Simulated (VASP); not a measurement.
Set up this calculation in VASP 6.6.1, as the native input.

- Task: single point
- Functional: PBE
- Potentials or basis: VASP PAW PBE potentials, release 64 (Se)
- Cutoff: 520 eV
- k mesh: 6 × 6 × 5
- Occupations: fermi-dirac, width 0.03 eV
- Spin: no spin polarisation
- Dipole correction: no
- Further INCAR settings: ALGO = Normal; EDIFF = 1e-07; NBANDS = 16

The structure of Se lies in POSCAR:

```
Se
1.0
    4.3661999489      0.0000000000      0.0000000000
   -2.1830999745      3.7812400738      0.0000000000
    0.0000000000      0.0000000000      5.0526720000
Se
3
Direct
    0.2254000000      0.0000000000      0.3333333333
    0.0000000000      0.2254000000      0.6666666667
    0.7746000000      0.7746000000      0.0000000000
```

This cell differs from its parent crystal: zz strain of +2 %.

These files were run (other wordings do the same):

INCAR

```
ALGO     = Normal         # electronic algorithm
EDIFF    = 1E-7           # SCF threshold, eV
ENCUT    = 520            # plane-wave cutoff, eV
GGA      = PE             # functional
ISIF     = 2              # what is computed and relaxed
ISMEAR   = -1             # smearing method
LASPH    = True           # aspherical terms in the spheres
LCHARG   = True           # write CHGCAR
LELF     = True           # ELF
LREAL    = False          # projectors in reciprocal space
LVHAR    = True         
LWAVE    = False          # write WAVECAR
NBANDS   = 16             # bands
NELM     = 100            # most SCF steps
PREC     = Accurate       # precision mode
SIGMA    = 0.03           # smearing width, eV
```

KPOINTS

```
k-points
0
Gamma
  6 6 5
```

Potentials or basis: VASP PAW PBE potentials, release 64 (Se).

Command:

```console
$ cat potpaw_PBE.64/Se/POTCAR > POTCAR
$ mpirun -np 1 vasp_std > vasp.out
```

It gave:

```yaml
Pressure: 1.3 GPa
Largest_force: 0.201 eV/Å
Band_gap_on_the_k_mesh: 1.32 eV, indirect (least direct gap 1.33 eV)
```

Caveat: the cell differs from its parent crystal (zz strain of +2 %).

It took 90 s on 1 thread of AMD EPYC 7R13, on a shared host, peak memory 0.16 GiB.
